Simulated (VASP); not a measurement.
# PIr (rocksalt type) (Fm-3m) in VASP: further runs, part 2 of 2

VASP 6.6.1.

### 3 Density of states, LDA

This run uses another cell than the first one, of 14.28 Å³/atom, 1.111 times its volume.

Contents of POSCAR:

```
PIr
1.0
    0.0000000000      2.4263656764      2.4263656764
    2.4263656764      0.0000000000      2.4263656764
    2.4263656764      2.4263656764      0.0000000000
Ir P
1 1
Direct
    0.0000000000      0.0000000000      0.0000000000
    0.5000000000      0.5000000000      0.5000000000
```

Contents of INCAR.step1:

```
SYSTEM = PIr
  ALGO = Normal
  EDIFF = 1E-6
  ENCUT = 400
  GGA = CA
  GGA_COMPAT = .FALSE.
  ISIF = 2
  ISMEAR = -1
  LASPH = .TRUE.
  LCHARG = .TRUE.
  LMAXMIX = 4
  LORBIT = 11
  LREAL = .FALSE.
  LWAVE = .FALSE.
  NBANDS = 14
  NEDOS = 2001
  NELM = 120
  PREC = Accurate
  SIGMA = 0.08
```

Contents of KPOINTS.step1:

```
k-points
0
G
  14 14 14
  0 0 0
```

Contents of INCAR.step2:

```
SYSTEM = PIr
  ALGO = Normal
  EDIFF = 1E-6
  ENCUT = 400
  GGA = CA
  GGA_COMPAT = .FALSE.
  ICHARG = 11
  ISIF = 2
  ISMEAR = -5
  LASPH = .TRUE.
  LCHARG = .FALSE.
  LMAXMIX = 4
  LORBIT = 11
  LREAL = .FALSE.
  LWAVE = .FALSE.
  NBANDS = 14
  NEDOS = 2001
  NELM = 120
  PREC = Accurate
  SIGMA = 0.08
```

Contents of KPOINTS.step2:

```
k-points
0
G
  21 21 21
  0 0 0
```

Potentials or basis: VASP PAW LDA potentials, release 64 (Ir, P).

Launch:

```bash
> cat potpaw_LDA.64/Ir/POTCAR potpaw_LDA.64/P/POTCAR > POTCAR
> cp INCAR.step1 INCAR
> cp KPOINTS.step1 KPOINTS
> mpirun -np 1 vasp_std > vasp.out
> cp INCAR.step2 INCAR
> cp KPOINTS.step2 KPOINTS
> mpirun -np 1 vasp_std > vasp.out
```

OUTCAR:

```text
SYSTEM = PIr
   EDIFF = 1E-6
   ENCUT = 400
   GGA = CA
   ICHARG = 11
   ISIF = 2
   ISMEAR = -5
   LASPH = .TRUE.
   LORBIT = 11
   LREAL = .FALSE.
   NELM = 120
   PREC = Accurate

 ion  position               nearest neighbor table
   1  0.000  0.000  0.000-   2 2.43   2 2.43   2 2.43   2 2.43   2 2.43   2 2.43
   2  0.500  0.500  0.500-   1 2.43   1 2.43   1 2.43   1 2.43   1 2.43   1 2.43

  LATTYP: Found a face centered cubic cell.
 ALAT       =     4.8527313528

  Lattice vectors:

 A1 = (   0.0000000000,   2.4263656764,   2.4263656764)
 A2 = (   2.4263656764,   0.0000000000,   2.4263656764)
 A3 = (   2.4263656764,   2.4263656764,   0.0000000000)

Analysis of symmetry for initial positions (statically):
=====================================================================
 Subroutine PRICEL returns:
 Original cell was already a primitive cell.

 Routine SETGRP: Setting up the symmetry group for a
 face centered cubic supercell.

 Subroutine GETGRP returns: Found 48 space group operations
 (whereof 48 operations were pure point group operations)
 out of a pool of 48 trial point group operations.

The static configuration has the point symmetry O_h .

Analysis of symmetry for dynamics (positions and initial velocities):
=====================================================================
 Subroutine PRICEL returns:
 Original cell was already a primitive cell.

 Routine SETGRP: Setting up the symmetry group for a
 face centered cubic supercell.

 Subroutine GETGRP returns: Found 48 space group operations
 (whereof 48 operations were pure point group operations)
 out of a pool of 48 trial point group operations.

The dynamic configuration has the point symmetry O_h .

 Subroutine INISYM returns: Found 48 space group operations
 (whereof 48 operations are pure point group operations),
 and found     1 'primitive' translations

----------------------------------------------------------------------------------------

                                     Primitive cell

  volume of cell :      28.5692

  direct lattice vectors                    reciprocal lattice vectors
     0.000000000  2.426365676  2.426365676    -0.206069516  0.206069516  0.206069516
     2.426365676  0.000000000  2.426365676     0.206069516 -0.206069516  0.206069516
     2.426365676  2.426365676  0.000000000     0.206069516  0.206069516 -0.206069516

  length of vectors
     3.431399247  3.431399247  3.431399247     0.356922871  0.356922871  0.356922871

  position of ions in fractional coordinates (direct lattice)
     0.000000000  0.000000000  0.000000000
     0.500000000  0.500000000  0.500000000

  ion indices of the primitive-cell ions
   primitive index   ion index
                 1           1
                 2           2

----------------------------------------------------------------------------------------

 KPOINTS: k-points

Automatic generation of k-mesh.
 Grid dimensions read from file:
 generate k-points for:   21   21   21

 Generating k-lattice:

  Cartesian coordinates                     Fractional coordinates (reciprocal lattice)
    -0.009812834  0.009812834  0.009812834     0.047619048  0.000000000  0.000000000
     0.009812834 -0.009812834  0.009812834     0.000000000  0.047619048  0.000000000
     0.009812834  0.009812834 -0.009812834     0.000000000  0.000000000  0.047619048

[... 48 lines left out ...]
 SYSTEM =  PIr
   PREC   = accura    normal or accurate (medium, high low for compatibility)
   ISTART =      0    job   : 0-new  1-cont  2-samecut
   ICHARG =     11    charge: 1-file 2-atom 10-const
   ISPIN  =      1    spin polarized calculation?
   LNONCOLLINEAR =      F non collinear calculations
   LSORBIT =      F    spin-orbit coupling
   LASPH  =      T    aspherical Exc in radial PAW
   ENCUT  =  400.0 eV  29.40 Ry    5.42 a.u.   5.60  5.60  5.60*2*pi/ulx,y,z
   NELM   =    120;   NELMIN=  2; NELMDL=  0     # of ELM steps
   EDIFF  = 0.1E-05   stopping-criterion for ELM
   LREAL  =      F    real-space projection
   EDIFFG = 0.1E-04   stopping-criterion for IOM
   NSW    =      0    number of steps for IOM
   IBRION =     -1    ionic relax: 0-MD 1-quasi-New 2-CG
   NFREE  =      0    steps in history (QN), initial steepest desc. (CG)
   ISIF   =      2    stress and relaxation
   ISYM   =      2    0-nonsym 1-usesym 2-fastsym
   POTIM  = 0.5000    time-step for ionic-motion
   TEBEG  =    0.0;   TEEND  =   0.0 temperature during run
   PSTRESS=    0.0 pullay stress
   NELECT =      14.0000    total number of electrons
   NUPDOWN=      -1.0000    fix difference up-down
   EMIN   =  10.00;   EMAX   =-10.00  energy-range for DOS
   EFERMI =   0.00;   METHOD = LEGACY
   ISMEAR =    -5;   SIGMA  =   0.08  broadening in eV -4-tet -1-fermi 0-gaus
   EFERMI_NEDOS =   21; number of points for ismear=-14 and -15
   IALGO  =     38    algorithm
   IMIX   =      4    mixing-type and parameters
     AMIX     =   0.40;   BMIX     =  1.00
     AMIX_MAG =   1.60;   BMIX_MAG =  1.00
  volume/ion in A,a.u.               =      14.28        96.40
  Fermi-wavevector in a.u.,A,eV,Ry     =   1.290678  2.439028 22.665263  1.665850
  Thomas-Fermi vector in A             =   2.422495
   LORBIT       =     11    0 simple, 1 ext, 2 COOP (PROOUT), +10 PAW based schemes
   GGA     = CA    functional components
   LHFCALC =     F    Hartree Fock is set to
   AEXX    =    0.0000 exact exchange contribution
   IVDW    =     0    specifies the selected vdW correction
   LEPSILON=     F    determine dielectric tensor
   LRPA    =     F    only Hartree local field effects (RPA)
 non-spin polarized calculation
 Fermi weights with tetrahedron method with Bloechl corrections
  energy-cutoff  :      400.00
  volume of cell :       28.57
 maximum number of plane-waves:       534

 number of electron      13.9999999 magnetization

 Free energy of the ion-electron system (eV)
  ---------------------------------------------------
  ext. energy  EPLUGINS =         0.00000000
  ---------------------------------------------------
  free energy    TOTEN  =       -16.23395158 eV

  energy without entropy =      -16.23395158  energy(sigma->0) =      -16.23395158

 E-fermi :   9.5506     XC(G=0): -12.7308

 val. band max:        9.5866673200   @ k =  -0.1905   0.1905   0.0000
 cond. band min:       9.5393188031   @ k =  -0.3810   0.4286   0.0476
 fundamental gap:     -0.0473485170
 Fermi energy:         9.5506447392

 k-point     1 :       0.0000    0.0000    0.0000
  band No.  band energies     occupation
      1      -4.8544      2.00000
      2       6.1607      2.00000
      3       6.1607      2.00000
      4       6.1607      2.00000
      5       6.2707      2.00000
      6       6.2707      2.00000
      7       9.8046      0.00000
      8       9.8046      0.00000
      9       9.8046      0.00000
     10      16.1155      0.00000
     11      19.5921      0.00000
     12      22.6958      0.00000
     13      22.6958      0.00000
     14      22.6958      0.00000
[... 377 lines left out ...]
      1      -2.1130      2.00000
      2       1.9113      2.00000
      3       3.9286      2.00000
      4       4.0158      2.00000
      5       7.8379      2.00000
      6       7.9911      2.00000
      7       8.9765      2.00000
      8      13.9233      0.00000
      9      14.4603      0.00000
     10      15.5042      0.00000
     11      16.9563      0.00000
     12      17.7037      0.00000
     13      22.3327      0.00000
     14      22.8246      0.00000

 [... further k-points ...]

------------------------ aborting loop because EDIFF is reached ----------------------------------------

  FORCE on cell =-STRESS in cart. coord.  units (eV):
  Direction    XX          YY          ZZ          XY          YZ          ZX
  --------------------------------------------------------------------------------------
  -------------------------------------------------------------------------------------
  Total        0.2799568      0.2799568      0.2799568      0.0000000      0.0000000     -0.0000000
  in kB       15.7001149     15.7001149     15.7001149      0.0000000      0.0000000     -0.0000000
  external PRESSURE =      15.7001149 kB  Pullay stress =       0.0000000 kB

 VOLUME and BASIS-vectors are now :
 -----------------------------------------------------------------------------
  energy-cutoff  :      400.00
  volume of cell :       28.57
      direct lattice vectors                 reciprocal lattice vectors
     0.000000000  2.426365676  2.426365676    -0.206069516  0.206069516  0.206069516
     2.426365676  0.000000000  2.426365676     0.206069516 -0.206069516  0.206069516
     2.426365676  2.426365676  0.000000000     0.206069516  0.206069516 -0.206069516

 POSITION                                       TOTAL-FORCE (eV/Angst)
 -----------------------------------------------------------------------------------
      0.00000      0.00000      0.00000         0.000000     -0.000000     -0.000000
      2.42637      2.42637      2.42637         0.000000      0.000000      0.000000
 -----------------------------------------------------------------------------------
    total drift:                                0.000000     -0.000000     -0.000000

  FREE ENERGIE OF THE ION-ELECTRON SYSTEM (eV)
  ---------------------------------------------------
  free  energy   TOTEN  =       -16.2339515763 eV

  energy  without entropy=      -16.2339515763  energy(sigma->0) =      -16.23395158

 total charge

# of ion       s       p       d       tot
------------------------------------------
    1        0.737   0.527   7.309   8.574
    2        1.028   1.389   0.000   2.418
--------------------------------------------------
tot          1.766   1.917   7.309  10.992
```

It took 23 s on 1 thread of Intel Xeon 6975P-C (Granite Rapids), shared host; peak memory 0.19 GiB.

What came out:

```yaml
Valence_electrons_inside_the_program's_atomic_spheres: Ir 8.57; P 2.42
```

Caveat: spin-orbit coupling is left out, which moves the levels of the heavy elements; tetrahedron occupations give inexact forces and stress in metals.
